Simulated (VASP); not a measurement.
Set up this calculation in VASP 6.6.1, as the native input.

```
Task                   : single point
Functional             : PBE
Potentials or basis    : VASP PAW PBE potentials, release 64 (Pt, Se)
Cutoff                 : 520 eV
k mesh                 : 4 × 4 × 4
Occupations            : gaussian, width 0.1 eV
Spin                   : no spin polarisation
Dipole correction      : no
Further INCAR settings : ALGO = Normal; EDIFF = 1e-06; NBANDS = 31
```

The structure of PtSe2 lies in POSCAR:

```
PtSe2
1.0
    5.5097483817      0.0000000000      0.0000000000
    0.0000000000      5.9552449051      0.0000000000
    0.0000000000      0.0000000000      3.8891960076
Pt Se
2 4
Direct
    0.5000000000      0.5000000000      0.5000000000
    0.0000000000      0.0000000000      0.0000000000
    0.2722415467      0.8797981376      0.5000000000
    0.7722415467      0.6202018624      0.0000000000
    0.7277584533      0.1202018624      0.5000000000
    0.2277584533      0.3797981376      0.0000000000
```

One way to write it, as run:

INCAR

```
  PREC = Accurate
  ENCUT = 520
  EDIFF = 1E-6
  ISMEAR = 0
  SIGMA = 0.1
  LREAL = F
  LASPH = T
  NELM = 100
  ALGO = Normal
  ISIF = 2
  LWAVE = F
  LCHARG = F
  GGA = PE
  NBANDS = 31
```

KPOINTS

```
regular mesh
0
Gamma
  4 4 4
```

Potentials or basis: VASP PAW PBE potentials, release 64 (Pt, Se).

Launch:

```bash
$ cat potpaw_PBE.64/Pt/POTCAR potpaw_PBE.64/Se/POTCAR > POTCAR
$ mpirun -np 1 vasp_std > vasp.out
```

Results of the run:

```yaml
Pressure: 0.1 GPa
Largest_force: 0.008 eV/Å
Band_gap_on_the_k_mesh: zero (bands 22 and 23 overlap by 0.63 eV)
```

Caveat: the k points lie up to 0.40 Å⁻¹ apart, too coarse for converged energies and pressures of a metal; spin-orbit coupling is left out, which moves the levels of the heavy elements.

Wall time 51 s on 1 thread of Intel(R) Xeon(R) 6975P-C (Granite Rapids), on a shared host, peak memory 0.29 GiB.
